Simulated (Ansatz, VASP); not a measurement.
**Hg: VASP beside Ansatz**

```
CELL_PARAMETERS angstrom
3.59521 0.00000 0.00000
-1.79761 3.11355 0.00000
0.00000 0.00000 9.12469
ATOMIC_POSITIONS crystal
Hg 0.00000 0.00000 0.00000
Hg 0.33333 0.66667 0.25000
Hg 0.00000 0.00000 0.50000
Hg 0.66667 0.33333 0.75000
```

Alike in both runs: task single point; functional PBE; dispersion D3(BJ); k mesh 18 × 18 × 6; occupations gaussian, width 0.15 eV; no spin polarisation.

```csv
,VASP,Ansatz
version,VASP 6.6.1,Ansatz 0.2.0
potentials or method,"VASP PAW PBE potentials, release 64 (Hg), cutoff 520 eV","scalar-relativistic, plane waves, PAW"
valence electrons in the cell,48,80
```

```tsv
	VASP	Ansatz	Ansatz less VASP
gap on the k mesh at the Fermi level (eV)	none	none	-
pressure (GPa)	0.2	0.0	-0.27
traceless stress, the component that is largest in VASP (GPa)	0.40	0.27	-0.125
```

A gap of «none» marks a metal or a gap that the smearing closes. VASP's potentials hold 48 valence electrons a cell and Ansatz's 80, so a difference there can come from the potentials and not from the codes.

Neither program's run includes spin-orbit coupling.
